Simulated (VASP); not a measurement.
# TiAu (Pm-3m) in VASP: single point with LDA

Aim: the single point of TiAu with LDA.

All numbers are computed with VASP 6.6.1; they aren't measurements. Logs are shortened: lines on timing, memory, paths and dates and some standing lists are left out, and cuts for length are marked.

## (1) The cell of the first run

Symmetry: Pm-3m, No. 221, cubic system. Conventional cell: a = 3.254 Å, b = 3.254 Å, c = 3.254 Å, α = 90.00°, β = 90.00°, γ = 90.00°. Within 3.7 Å of Ti (site symmetry m-3m) lie 8 Au at 2.82 Å and 6 Ti at 3.25 Å. Au (site symmetry m-3m) has 8 Ti at 2.82 Å and 6 Au at 3.25 Å within 3.7 Å.

## (2) Single point, LDA

INCAR

```
PREC     = Accurate       # precision mode
ENCUT    = 520            # plane-wave cutoff, eV
EDIFF    = 1E-6           # SCF threshold, eV
ISMEAR   = -1             # smearing method
SIGMA    = 0.05           # smearing width, eV
LREAL    = False          # projectors in reciprocal space
LASPH    = True           # aspherical terms in the spheres
NELM     = 100            # most SCF steps
ALGO     = Normal         # electronic algorithm
ISIF     = 2              # what is computed and relaxed
LWAVE    = False          # write WAVECAR
LCHARG   = False          # write CHGCAR
GGA      = CA             # functional
NBANDS   = 18             # bands
```

KPOINTS

```
regular mesh
0
Gamma
  7 7 7
```

POSCAR

```
TiAu
1.0
    3.2540000000      0.0000000000      0.0000000000
    0.0000000000      3.2540000000      0.0000000000
    0.0000000000      0.0000000000      3.2540000000
Ti Au
1 1
Direct
    0.5000000000      0.5000000000      0.5000000000
    0.0000000000      0.0000000000      0.0000000000
```

Potentials or basis: VASP PAW LDA potentials, release 64 (Ti_sv, Au).

Run with:

```
$ cat potpaw_LDA.64/Ti_sv/POTCAR potpaw_LDA.64/Au/POTCAR > POTCAR
$ mpirun -np 1 vasp_std > vasp.out
```

OUTCAR:

```text
PREC = Accurate
   ENCUT = 520
   EDIFF = 1E-6
   ISMEAR = -1
   LREAL = False
   LASPH = True
   NELM = 100
   ISIF = 2
   GGA = CA

 ion  position               nearest neighbor table
   1  0.500  0.500  0.500-   2 2.82   2 2.82   2 2.82   2 2.82   2 2.82   2 2.82   2 2.82   2 2.82

   2  0.000  0.000  0.000-   1 2.82   1 2.82   1 2.82   1 2.82   1 2.82   1 2.82   1 2.82   1 2.82

  LATTYP: Found a simple cubic cell.
 ALAT       =     3.2540000000

  Lattice vectors:

 A1 = (   3.2540000000,   0.0000000000,   0.0000000000)
 A2 = (   0.0000000000,   3.2540000000,   0.0000000000)
 A3 = (   0.0000000000,   0.0000000000,   3.2540000000)

Analysis of symmetry for initial positions (statically):
=====================================================================
 Subroutine PRICEL returns:
 Original cell was already a primitive cell.

 Routine SETGRP: Setting up the symmetry group for a
 simple cubic supercell.

 Subroutine GETGRP returns: Found 48 space group operations
[... 9 lines left out ...]

 Routine SETGRP: Setting up the symmetry group for a
 simple cubic supercell.

 Subroutine GETGRP returns: Found 48 space group operations
[... 11 lines left out ...]
                                     Primitive cell

  volume of cell :      34.4550

  direct lattice vectors                    reciprocal lattice vectors
     3.254000000  0.000000000  0.000000000     0.307314075  0.000000000  0.000000000
     0.000000000  3.254000000  0.000000000     0.000000000  0.307314075  0.000000000
     0.000000000  0.000000000  3.254000000     0.000000000  0.000000000  0.307314075

  length of vectors
     3.254000000  3.254000000  3.254000000     0.307314075  0.307314075  0.307314075

  position of ions in fractional coordinates (direct lattice)
     0.500000000  0.500000000  0.500000000
     0.000000000  0.000000000  0.000000000

  ion indices of the primitive-cell ions
   primitive index   ion index
                 1           1
                 2           2

----------------------------------------------------------------------------------------

 KPOINTS: regular mesh

Automatic generation of k-mesh.
 Grid dimensions read from file:
 generate k-points for:    7    7    7

 Generating k-lattice:

  Cartesian coordinates                     Fractional coordinates (reciprocal lattice)
     0.043902011  0.000000000  0.000000000     0.142857143  0.000000000  0.000000000
     0.000000000  0.043902011  0.000000000     0.000000000  0.142857143  0.000000000
     0.000000000  0.000000000  0.043902011     0.000000000  0.000000000  0.142857143

  Length of vectors
     0.043902011  0.043902011  0.043902011

  Shift w.r.t. Gamma in fractional coordinates (k-lattice)
     0.000000000  0.000000000  0.000000000

 Subroutine IBZKPT returns following result:
 ===========================================

 Found     20 irreducible k-points:

 Following reciprocal coordinates:
            Coordinates               Weight
  0.000000  0.000000  0.000000      1.000000
  0.142857  0.000000  0.000000      6.000000
  0.285714  0.000000  0.000000      6.000000
  0.428571  0.000000  0.000000      6.000000
  0.142857  0.142857  0.000000     12.000000
  0.285714  0.142857  0.000000     24.000000
[... 12 lines left out ...]
  0.428571  0.428571  0.285714     24.000000
  0.428571  0.428571  0.428571      8.000000
   k-points           NKPTS =     20   k-points in BZ     NKDIM =     20   number of bands    NBANDS=     18
   number of dos      NEDOS =    301   number of ions     NIONS =      2
   total plane-waves  NPLWV =  13824
   dimension x,y,z NGX =    24 NGY =   24 NGZ =   24
   dimension x,y,z NGXF=    48 NGYF=   48 NGZF=   48
   ions per type =               1   1
   NGX,Y,Z   is equivalent  to a cutoff of  12.26, 12.26, 12.26 a.u.
   NGXF,Y,Z  is equivalent  to a cutoff of  24.52, 24.52, 24.52 a.u.
 SYSTEM =  unknown system
   PREC   = accura    normal or accurate (medium, high low for compatibility)
   ISTART =      0    job   : 0-new  1-cont  2-samecut
   ICHARG =      2    charge: 1-file 2-atom 10-const
   ISPIN  =      1    spin polarized calculation?
   LNONCOLLINEAR =      F non collinear calculations
   LSORBIT =      F    spin-orbit coupling
   LASPH  =      T    aspherical Exc in radial PAW
   ENCUT  =  520.0 eV  38.22 Ry    6.18 a.u.   6.05  6.05  6.05*2*pi/ulx,y,z
   NELM   =    100;   NELMIN=  2; NELMDL= -5     # of ELM steps
   EDIFF  = 0.1E-05   stopping-criterion for ELM
   LREAL  =      F    real-space projection
   EDIFFG = 0.1E-04   stopping-criterion for IOM
   NSW    =      0    number of steps for IOM
   IBRION =     -1    ionic relax: 0-MD 1-quasi-New 2-CG
   NFREE  =      0    steps in history (QN), initial steepest desc. (CG)
   ISIF   =      2    stress and relaxation
   ISYM   =      2    0-nonsym 1-usesym 2-fastsym
   POTIM  = 0.5000    time-step for ionic-motion
   TEBEG  =    0.0;   TEEND  =   0.0 temperature during run
   PSTRESS=    0.0 pullay stress
   NELECT =      23.0000    total number of electrons
   NUPDOWN=      -1.0000    fix difference up-down
   EMIN   =  10.00;   EMAX   =-10.00  energy-range for DOS
   EFERMI =   0.00;   METHOD = LEGACY
   ISMEAR =    -1;   SIGMA  =   0.05  broadening in eV -4-tet -1-fermi 0-gaus
   EFERMI_NEDOS =   21; number of points for ismear=-14 and -15
   IALGO  =     38    algorithm
   IMIX   =      4    mixing-type and parameters
     AMIX     =   0.40;   BMIX     =  1.00
     AMIX_MAG =   1.60;   BMIX_MAG =  1.00
  volume/ion in A,a.u.               =      17.23       116.26
  Fermi-wavevector in a.u.,A,eV,Ry     =   1.430759  2.703743 27.852106  2.047072
  Thomas-Fermi vector in A             =   2.550570
   LORBIT       =      0    0 simple, 1 ext, 2 COOP (PROOUT), +10 PAW based schemes
   GGA     = CA    functional components
   LHFCALC =     F    Hartree Fock is set to
   AEXX    =    0.0000 exact exchange contribution
   IVDW    =     0    specifies the selected vdW correction
   LEPSILON=     F    determine dielectric tensor
   LRPA    =     F    only Hartree local field effects (RPA)
 non-spin polarized calculation
  energy-cutoff  :      520.00
  volume of cell :       34.46
 maximum number of plane-waves:       940
   NGX = 13   NGY = 13   NGZ = 13

 number of electron      23.0000002 magnetization

 Free energy of the ion-electron system (eV)
  ---------------------------------------------------
  ext. energy  EPLUGINS =         0.00000000
  ---------------------------------------------------
  free energy    TOTEN  =       -13.61937844 eV

  energy without entropy =      -13.58767082  energy(sigma->0) =      -13.60352463

 E-fermi :   9.0714     XC(G=0): -12.3867

 val. band max:        8.9956724899   @ k =   0.2857   0.1429   0.1429
 cond. band min:       9.0840304022   @ k =   0.2857   0.1429   0.1429
 fundamental gap:      0.0883579123
 Fermi energy:         9.0713710483

 k-point     1 :       0.0000    0.0000    0.0000
  band No.  band energies     occupation
      1     -47.6927      2.00000
      2     -24.2515      2.00000
      3     -24.2515      2.00000
      4     -24.2515      2.00000
      5       0.4712      2.00000
      6       2.8882      2.00000
[... 10 lines left out ...]
     17      15.8093      0.00000
     18      15.8093      0.00000

 k-point     2 :       0.1429    0.0000    0.0000
  band No.  band energies     occupation
      1     -47.6905      2.00000
      2     -24.2770      2.00000
      3     -24.2501      2.00000
      4     -24.2501      2.00000
      5       0.8216      2.00000
      6       2.9887      2.00000
[... 10 lines left out ...]
     17      16.7238      0.00000
     18      16.7238      0.00000

 k-point     3 :       0.2857    0.0000    0.0000
  band No.  band energies     occupation
      1     -47.6856      2.00000
      2     -24.3336      2.00000
      3     -24.2469      2.00000
      4     -24.2469      2.00000
      5       1.7252      2.00000
      6       3.2361      2.00000
[... 10 lines left out ...]
     17      18.8071      0.00000
     18      18.8071      0.00000

 k-point     4 :       0.4286    0.0000    0.0000
  band No.  band energies     occupation
      1     -47.6816      2.00000
      2     -24.3787      2.00000
      3     -24.2443      2.00000
      4     -24.2443      2.00000
      5       2.5519      2.00000
      6       3.4627      2.00000
[... 10 lines left out ...]
     17      21.2624      0.00000
     18      21.2624      0.00000

 k-point     5 :       0.1429    0.1429    0.0000
  band No.  band energies     occupation
      1     -47.6884      2.00000
      2     -24.2773      2.00000
      3     -24.2727      2.00000
      4     -24.2485      2.00000
      5       1.1551      2.00000
      6       3.1246      2.00000
[... 10 lines left out ...]
     17      15.2243      0.00000
     18      17.4049      0.00000

 k-point     6 :       0.2857    0.1429    0.0000
  band No.  band energies     occupation
      1     -47.6836      2.00000
      2     -24.3306      2.00000
      3     -24.2704      2.00000
      4     -24.2448      2.00000
      5       1.9890      2.00000
      6       3.3612      2.00000
[... 223 lines left out ...]
 k-point    17 :       0.2857    0.2857    0.2857
  band No.  band energies     occupation
      1     -47.6726      2.00000
      2     -24.3170      2.00000
      3     -24.3150      2.00000
      4     -24.3150      2.00000
      5       3.3834      2.00000
      6       3.8586      2.00000
[... 10 lines left out ...]
     17      15.3640      0.00000
     18      15.3640      0.00000

 k-point    18 :       0.4286    0.2857    0.2857
  band No.  band energies     occupation
      1     -47.6691      2.00000
      2     -24.3572      2.00000
      3     -24.3123      2.00000
      4     -24.3105      2.00000
      5       3.2866      2.00000
      6       3.6882      2.00000
[... 10 lines left out ...]
     17      15.0206      0.00000
     18      17.1565      0.00000

 k-point    19 :       0.4286    0.4286    0.2857
  band No.  band energies     occupation
      1     -47.6655      2.00000
      2     -24.3528      2.00000
      3     -24.3525      2.00000
      4     -24.3080      2.00000
      5       3.1863      2.00000
      6       3.6329      2.00000
[... 10 lines left out ...]
     17      13.8715      0.00000
     18      16.8973      0.00000

 k-point    20 :       0.4286    0.4286    0.4286
  band No.  band energies     occupation
      1     -47.6619      2.00000
      2     -24.3500      2.00000
      3     -24.3500      2.00000
      4     -24.3494      2.00000
      5       3.3667      2.00000
      6       3.4679      2.00000
[... 10 lines left out ...]
     17      15.8661      0.00000
     18      15.8661      0.00000

------------------------ aborting loop because EDIFF is reached ----------------------------------------

  FORCE on cell =-STRESS in cart. coord.  units (eV):
  Direction    XX          YY          ZZ          XY          YZ          ZX
  --------------------------------------------------------------------------------------
  -------------------------------------------------------------------------------------
  Total       -1.8644863     -1.8644863     -1.8644863      0.0000000     -0.0000000     -0.0000000
  in kB      -86.6996077    -86.6996077    -86.6996077      0.0000000     -0.0000000     -0.0000000
  external PRESSURE =     -86.6996077 kB  Pullay stress =       0.0000000 kB

 VOLUME and BASIS-vectors are now :
 -----------------------------------------------------------------------------
  energy-cutoff  :      520.00
  volume of cell :       34.46
      direct lattice vectors                 reciprocal lattice vectors
     3.254000000  0.000000000  0.000000000     0.307314075  0.000000000  0.000000000
     0.000000000  3.254000000  0.000000000     0.000000000  0.307314075  0.000000000
     0.000000000  0.000000000  3.254000000     0.000000000  0.000000000  0.307314075

 POSITION                                       TOTAL-FORCE (eV/Angst)
 -----------------------------------------------------------------------------------
      1.62700      1.62700      1.62700         0.000000      0.000000      0.000000
      0.00000      0.00000      0.00000         0.000000      0.000000      0.000000
 -----------------------------------------------------------------------------------
    total drift:                                0.000000      0.000000     -0.000000

  FREE ENERGIE OF THE ION-ELECTRON SYSTEM (eV)
  ---------------------------------------------------
  free  energy   TOTEN  =       -13.6193784382 eV

  energy  without entropy=      -13.5876708190  energy(sigma->0) =      -13.60352463
```

Wall time 4.3 s (1 thread of AMD EPYC 9R45 (Zen 5), shared host); peak memory 0.1 GiB.

What came out:

```
Free energy : -13.6194 eV
Pressure    : -8.7 GPa
```

Levels at points of the mesh, in eV from the Fermi level:
```csv
k point,band 10,band 11,band 12,band 13,band 14,band 15
"(0.00, 0.00, 0.00)",-4.34,0.28,0.28,1.94,1.94,1.94
```

Caveat: spin-orbit coupling is left out, which moves the levels of the heavy elements.
